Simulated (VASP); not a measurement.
# Se (P3_121) in VASP: notebook, part 2 of 3

VASP 6.6.1. Earlier steps stand in the parts before.

### Step 3. Single point, PBEsol (equal xx and yy strain of +1 %)

File INCAR:

```
ALGO     = Normal         # electronic algorithm
EDIFF    = 1E-6           # SCF threshold, eV
ENCUT    = 520            # plane-wave cutoff, eV
GGA      = PS             # functional
ISIF     = 2              # what is computed and relaxed
ISMEAR   = -1             # smearing method
LASPH    = True           # aspherical terms in the spheres
LCHARG   = False          # write CHGCAR
LREAL    = False          # projectors in reciprocal space
LWAVE    = False          # write WAVECAR
NBANDS   = 16             # bands
NELM     = 100            # most SCF steps
PREC     = Accurate       # precision mode
SIGMA    = 0.03           # smearing width, eV
```

File KPOINTS:

```
k-points
0
Gamma
  6 6 5
```

File POSCAR:

```
Se
1.0
    4.4098619484      0.0000000000      0.0000000000
   -2.2049309742      3.8190524745      0.0000000000
    0.0000000000      0.0000000000      4.9536000000
Se
3
Direct
    0.2254000000      0.0000000000      0.3333333333
    0.0000000000      0.2254000000      0.6666666667
    0.7746000000      0.7746000000      0.0000000000
```

Potentials or basis: VASP PAW PBE potentials, release 64 (Se).

Run with:

```sh
> cat potpaw_PBE.64/Se/POTCAR > POTCAR
> mpirun -np 1 vasp_std > vasp.out
```

OUTCAR:

```text
EDIFF = 1E-6
   ENCUT = 520
   GGA = PS
   ISIF = 2
   ISMEAR = -1
   LASPH = True
   LREAL = False
   NELM = 100
   PREC = Accurate

 ion  position               nearest neighbor table
   1  0.225  0.000  0.333-   3 2.39   2 2.39
   2  0.000  0.225  0.667-   3 2.39   1 2.39
   3  0.775  0.775  0.000-   1 2.39   2 2.39

  LATTYP: Found a hexagonal cell.
 ALAT       =     4.4098619484
 C/A-ratio  =     1.1233004702

  Lattice vectors:

 A1 = (   4.4098619484,   0.0000000000,   0.0000000000)
 A2 = (  -2.2049309742,   3.8190524745,   0.0000000000)
 A3 = (   0.0000000000,   0.0000000000,   4.9536000000)

Analysis of symmetry for initial positions (statically):
=====================================================================
 Subroutine PRICEL returns:
 Original cell was already a primitive cell.

 Routine SETGRP: Setting up the symmetry group for a
 hexagonal supercell.

 Subroutine GETGRP returns: Found  6 space group operations
 (whereof  2 operations were pure point group operations)
 out of a pool of 24 trial point group operations.

The static configuration has the point symmetry C_2 .
[... 166 lines left out ...]

 val. band max:        2.2703827395   @ k =  -0.1667   0.5000   0.4000
 cond. band min:       3.4994675947   @ k =   0.0000   0.0000   0.4000
 fundamental gap:      1.2290848552
 Fermi energy:         2.9242050658

 k-point     1 :       0.0000    0.0000    0.0000
  band No.  band energies     occupation
      1     -13.3606      2.00000
      2      -9.3072      2.00000
      3      -9.3072      2.00000
      4      -1.4430      2.00000
      5      -1.4430      2.00000
      6      -1.3606      2.00000
[... 433 lines left out ...]
      3      -7.8599      2.00000
      4      -2.8860      2.00000
      5      -2.0305      2.00000
      6      -1.4443      2.00000
[... 8 lines left out ...]
     15      10.2051      0.00000
     16      10.6114      0.00000

 [... further k-points ...]

------------------------ aborting loop because EDIFF is reached ----------------------------------------

  FORCE on cell =-STRESS in cart. coord.  units (eV):
  Direction    XX          YY          ZZ          XY          YZ          ZX
  --------------------------------------------------------------------------------------
  -------------------------------------------------------------------------------------
  Total       -0.4982660     -0.4982660      0.1582727      0.0000000      0.0000000      0.0000000
  in kB       -9.5690820     -9.5690820      3.0395905      0.0000000      0.0000000      0.0000000
  external PRESSURE =      -5.3661912 kB  Pullay stress =       0.0000000 kB

 VOLUME and BASIS-vectors are now :
 -----------------------------------------------------------------------------
  energy-cutoff  :      520.00
  volume of cell :       83.43
      direct lattice vectors                 reciprocal lattice vectors
     4.409861948  0.000000000  0.000000000     0.226764468  0.130922527  0.000000000
    -2.204930974  3.819052474  0.000000000     0.000000000  0.261845054  0.000000000
     0.000000000  0.000000000  4.953600000     0.000000000  0.000000000  0.201873385

 POSITION                                       TOTAL-FORCE (eV/Angst)
 -----------------------------------------------------------------------------------
      0.99398      0.00000      1.65120         0.136826      0.000000     -0.000000
     -0.49699      0.86081      3.30240        -0.068413      0.118495      0.000000
      1.70794      2.95824      0.00000        -0.068413     -0.118495      0.000000
 -----------------------------------------------------------------------------------
    total drift:                                0.000000      0.000000     -0.000000

  FREE ENERGIE OF THE ION-ELECTRON SYSTEM (eV)
  ---------------------------------------------------
  free  energy   TOTEN  =       -11.4802910750 eV

  energy  without entropy=      -11.4802910749  energy(sigma->0) =      -11.48029107
```

stdout:

```text
POSCAR found type information on POSCAR Se
 POSCAR found :  1 types and       3 ions
 scaLAPACK will be used
 -----------------------------------------------------------------------------
|                                                                             |
|                                                                             |
|     You enforced a specific xc type in the INCAR file but a different       |
|     I HOPE YOU KNOW WHAT YOU ARE DOING!                                     |
|                                                                             |
 -----------------------------------------------------------------------------

 LDA part: xc-table for (Slater+PW92), standard interpolation
 POSCAR, INCAR and KPOINTS ok, starting setup
 FFT: planning ... GRIDC
 FFT: planning ... GRID_SOFT
 FFT: planning ... GRID
 WAVECAR not read
 entering main loop
```

It took 30 s on 1 thread of AMD EPYC 7R43 (Zen 3), shared host; peak memory 0.17 GiB.

What came out:

```
Free energy            : -11.4803 eV
Pressure               : -0.5 GPa
Largest force          : 0.137 eV/Å
Band gap on the k mesh : 1.23 eV, indirect (least direct gap 1.50 eV)
```

Forces in eV/Å, atoms in the order of the input:
```
Se   0.137  0.000  0.000
Se  -0.068  0.118  0.000
Se  -0.068 -0.118  0.000
```

Stress tensor (GPa, compression positive):
```
-0.96  0.00  0.00
 0.00 -0.96  0.00
 0.00  0.00  0.30
```

Caveat: the cell differs from its parent crystal (equal xx and yy strain of +1 %); the PAW data sets were made with another functional, which shifts forces and pressure a little.

(Continued in part 3 of 3.)
